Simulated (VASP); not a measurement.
# Cu (Fm-3m) in VASP: notebook

Cu is run at these levels: r2SCAN; tasks: relaxation of cell and atoms.

Program: VASP 6.6.1. These are calculated values, not measurements. Logs are shortened: lines on timing, memory, paths and dates and some standing lists are left out, and cuts for length are marked.

## Step 1: The cell of the first run

It takes space group Fm-3m (No. 225, cubic). The conventional cell has a = 3.577 Å, b = 3.577 Å, c = 3.577 Å, α = 90.00°, β = 90.00°, γ = 90.00°. Within 3.3 Å of Cu (site symmetry m-3m) lie 12 Cu at 2.53 Å.

## Step 2: Relaxation of cell and atoms, r2SCAN, target pressure 15 GPa, at which the enthalpy is minimised

The input, POSCAR:

```
Cu
1.0
    0.0000000000      1.7884957528      1.7884957528
    1.7884957528      0.0000000000      1.7884957528
    1.7884957528      1.7884957528      0.0000000000
Cu
1
Direct
    0.0000000000      0.0000000000      0.0000000000
```

The input, INCAR.step1:

```
ALGO     = Normal         # electronic algorithm
EDIFF    = 1E-4           # SCF threshold, eV
ENCUT    = 600            # plane-wave cutoff, eV
GGA      = PE             # functional
ISMEAR   = -1             # smearing method
LASPH    = True           # aspherical terms in the spheres
LCHARG   = False          # write CHGCAR
LREAL    = False          # projectors in reciprocal space
LWAVE    = True           # write WAVECAR
NELM     = 80             # most SCF steps
PREC     = Accurate       # precision mode
SIGMA    = 0.1            # smearing width, eV
```

The input, INCAR.step2:

```
ALGO     = Normal         # electronic algorithm
EDIFF    = 1E-6           # SCF threshold, eV
EDIFFG   = -0.002         # ionic threshold
ENCUT    = 600            # plane-wave cutoff, eV
IBRION   = 2              # ionic algorithm
ISIF     = 3              # what is computed and relaxed
ISMEAR   = -1             # smearing method
ISTART   = 1            
LASPH    = True           # aspherical terms in the spheres
LCHARG   = False          # write CHGCAR
LMIXTAU  = True         
LREAL    = False          # projectors in reciprocal space
LWAVE    = False          # write WAVECAR
METAGGA  = R2SCAN         # meta-GGA
NELM     = 80             # most SCF steps
NSW      = 100            # ionic steps
PREC     = Accurate       # precision mode
PSTRESS  = 150.0        
SIGMA    = 0.1            # smearing width, eV
```

The input, KPOINTS:

```
k-points
0
Gamma
  26 26 26
```

Potentials or basis: VASP PAW PBE potentials, release 64 (Cu).

Launch:

```sh
> cat potpaw_PBE.64/Cu/POTCAR > POTCAR
> cp INCAR.step1 INCAR
> mpirun -np 1 vasp_std > vasp.out
> cp INCAR.step2 INCAR
> mpirun -np 1 vasp_std > vasp.out
```

OUTCAR:

```text
EDIFF = 1E-6
   EDIFFG = -0.002
   ENCUT = 600
   IBRION = 2
   ISIF = 3
   ISMEAR = -1
   ISTART = 1
   LASPH = True
   LREAL = False
   METAGGA = R2SCAN
   NELM = 80
   NSW = 100
   PREC = Accurate
   PSTRESS = 150.0

 ion  position               nearest neighbor table
   1  0.000  0.000  0.000-

  LATTYP: Found a face centered cubic cell.
 ALAT       =     3.5769915056

  Lattice vectors:

 A1 = (   0.0000000000,   1.7884957528,   1.7884957528)
 A2 = (   1.7884957528,   0.0000000000,   1.7884957528)
 A3 = (   1.7884957528,   1.7884957528,   0.0000000000)

Analysis of symmetry for initial positions (statically):
=====================================================================
 Subroutine PRICEL returns:
 Original cell was already a primitive cell.

 Routine SETGRP: Setting up the symmetry group for a
 face centered cubic supercell.

 Subroutine GETGRP returns: Found 48 space group operations
 (whereof 48 operations were pure point group operations)
 out of a pool of 48 trial point group operations.

The static configuration has the point symmetry O_h .

Analysis of symmetry for dynamics (positions and initial velocities):
=====================================================================
 Subroutine PRICEL returns:
 Original cell was already a primitive cell.

 Routine SETGRP: Setting up the symmetry group for a
 face centered cubic supercell.

 Subroutine GETGRP returns: Found 48 space group operations
 (whereof 48 operations were pure point group operations)
 out of a pool of 48 trial point group operations.

The dynamic configuration has the point symmetry O_h .

 Subroutine INISYM returns: Found 48 space group operations
 (whereof 48 operations are pure point group operations),
 and found     1 'primitive' translations

----------------------------------------------------------------------------------------

                                     Primitive cell

  volume of cell :      11.4418

  direct lattice vectors                    reciprocal lattice vectors
     0.000000000  1.788495753  1.788495753    -0.279564544  0.279564544  0.279564544
     1.788495753  0.000000000  1.788495753     0.279564544 -0.279564544  0.279564544
     1.788495753  1.788495753  0.000000000     0.279564544  0.279564544 -0.279564544

  length of vectors
[... 92 lines left out ...]
   NUPDOWN=      -1.0000    fix difference up-down
   EMIN   =  10.00;   EMAX   =-10.00  energy-range for DOS
   EFERMI =   0.00;   METHOD = LEGACY
   ISMEAR =    -1;   SIGMA  =   0.10  broadening in eV -4-tet -1-fermi 0-gaus
   EFERMI_NEDOS =   21; number of points for ismear=-14 and -15
   IALGO  =     38    algorithm
   IMIX   =      4    mixing-type and parameters
     AMIX     =   0.40;   BMIX     =  1.00
     AMIX_MAG =   1.60;   BMIX_MAG =  1.00
  volume/ion in A,a.u.               =      11.44        77.21
  Fermi-wavevector in a.u.,A,eV,Ry     =   1.615751  3.053327 35.520075  2.610652
  Thomas-Fermi vector in A             =   2.710448
   LORBIT       =      0    0 simple, 1 ext, 2 COOP (PROOUT), +10 PAW based schemes
   METAGGA = R2SCAN    functional components
   LHFCALC =     F    Hartree Fock is set to
   AEXX    =    0.0000 exact exchange contribution
   IVDW    =     0    specifies the selected vdW correction
   LEPSILON=     F    determine dielectric tensor
   LRPA    =     F    only Hartree local field effects (RPA)
 conjugate gradient relaxation of ions
 non-spin polarized calculation
  energy-cutoff  :      600.00
  volume of cell :       11.44
 maximum number of plane-waves:       392
   NGX = 11   NGY = 11   NGZ = 11

--------------------------------------- Ionic step        1  -------------------------------------------

 number of electron      11.0000012 magnetization

 Free energy of the ion-electron system (eV)
  ---------------------------------------------------
  ext. energy  EPLUGINS =         0.00000000
  ---------------------------------------------------
  free energy    TOTEN  =       -10.83164576 eV

  energy without entropy =      -10.82290591  energy(sigma->0) =      -10.82727583

------------------------ aborting loop because EDIFF is reached ----------------------------------------

  FORCE on cell =-STRESS in cart. coord.  units (eV):
  Direction    XX          YY          ZZ          XY          YZ          ZX
  --------------------------------------------------------------------------------------
  -------------------------------------------------------------------------------------
  Total        0.0399524      0.0399524      0.0399524      0.0000000     -0.0000000      0.0000000
  in kB        5.5944777      5.5944777      5.5944777      0.0000000     -0.0000000      0.0000000
  external PRESSURE =    -144.4055223 kB  Pullay stress =     150.0000000 kB
[... 98 lines left out ...]
--------------------------------------- Ionic step        4  -------------------------------------------

 number of electron      10.9999988 magnetization

 Free energy of the ion-electron system (eV)
  ---------------------------------------------------
  ext. energy  EPLUGINS =         0.00000000
  ---------------------------------------------------
  free energy    TOTEN  =       -10.79465314 eV

  energy without entropy =      -10.78625342  energy(sigma->0) =      -10.79045328

 E-fermi :   8.7921     XC(G=0): -14.4658

 val. band max:        8.7859255355   @ k =   0.4615   0.2308   0.0000
 cond. band min:       8.8206481163   @ k =   0.5000   0.3462   0.1538
 fundamental gap:      0.0347225808
 Fermi energy:         8.7921464952

 k-point     1 :       0.0000    0.0000    0.0000
  band No.  band energies     occupation
      1      -1.7659      2.00000
      2       5.2712      2.00000
      3       5.2713      2.00000
      4       5.2713      2.00000
      5       6.2347      2.00000
      6       6.2347      2.00000
      7      33.0088      0.00000
      8      36.8976      0.00000
      9      36.8976      0.00000
[... 265 lines left out ...]
 k-point    24 :       0.3846    0.0385    0.0000
  band No.  band energies     occupation
      1       2.4368      2.00000
      2       5.2777      2.00000
      3       5.3286      2.00000
      4       5.5558      2.00000
      5       6.7742      2.00000
      6       6.7849      2.00000
      7      16.8085      0.00000
      8      31.6087      0.00000
      9      32.5214      0.00000

 [... further k-points ...]

------------------------ aborting loop because EDIFF is reached ----------------------------------------

  FORCE on cell =-STRESS in cart. coord.  units (eV):
  Direction    XX          YY          ZZ          XY          YZ          ZX
  --------------------------------------------------------------------------------------
  -------------------------------------------------------------------------------------
  Total        0.9946784      0.9946784      0.9946784      0.0000000      0.0000000      0.0000000
  in kB      149.8705527    149.8705527    149.8705527      0.0000000      0.0000000      0.0000000
  external PRESSURE =      -0.1294473 kB  Pullay stress =     150.0000000 kB
[... 20 lines left out ...]
  energy  without entropy=      -10.7862534214  energy(sigma->0) =      -10.79045328

  enthalpy is  TOTEN    =        -9.7991156382 eV   P V=        0.9955374980

 reached required accuracy - stopping structural energy minimisation
```

OUTCAR.step1:

```text
EDIFF = 1E-4
   ENCUT = 600
   GGA = PE
   ISMEAR = -1
   LASPH = True
[... 502 lines left out ...]

 POSITION                                       TOTAL-FORCE (eV/Angst)
 -----------------------------------------------------------------------------------
      0.00000      0.00000      0.00000         0.000000     -0.000000      0.000000
 -----------------------------------------------------------------------------------
    total drift:                                0.000000      0.000000      0.000000

  FREE ENERGIE OF THE ION-ELECTRON SYSTEM (eV)
  ---------------------------------------------------
  free  energy   TOTEN  =        -3.7204040475 eV

  energy  without entropy=       -3.7112020256  energy(sigma->0) =       -3.71580304
```

Run time: 4.8 min. Hardware: 1 thread of Intel Xeon 6975P-C (Granite Rapids), shared host; peak memory 0.19 GiB.

Results:

| Item | Value |
| --- | --- |
| Free energy | -10.7947 eV |
| Relaxed volume | 10.63 Å³/atom |
| Relaxed cell | a = 2.468 Å, b = 2.468 Å, c = 2.468 Å, α = 60.00°, β = 60.00°, γ = 60.00° |
| Space group after relaxing (to 0.1 Å) | Fm-3m (No. 225) |
| Energy change on relaxing (the run minimises the enthalpy) | +37.0 meV/atom |
| Ionic steps | 4 |
| Pressure after relaxing | 15.0 GPa |
| Band gap on the k mesh | zero (an odd number of electrons rules out a gap without spin polarisation) |

The path:
| step | energy change (eV) | largest force (eV/Å) | pressure (GPa) | volume (Å³) |
| --- | --- | --- | --- | --- |
| 1 | 0.0000 | 0.0000 | 0.56 | 11.44 |
| 2 | 0.1662 | 0.0000 | 37.15 | 9.82 |
| 3 | 0.0354 | 0.0000 | 14.59 | 10.65 |
| 4 | 0.0370 | 0.0000 | 14.99 | 10.63 |

Final structure:
```yaml
crystal:
  lattice:
    - [0.00000, 1.74535, 1.74535]
    - [1.74535, 0.00000, 1.74535]
    - [1.74535, 1.74535, 0.00000]
  atoms:
    - { symbol: Cu, position: [0.00000, 0.00000, 0.00000] }
```

Caveat: the cell is relaxed towards a set pressure, so the run minimises the enthalpy, not the energy; the PAW data sets were made with another functional, which shifts forces and pressure a little.

(Continued in part 2 of 2.)
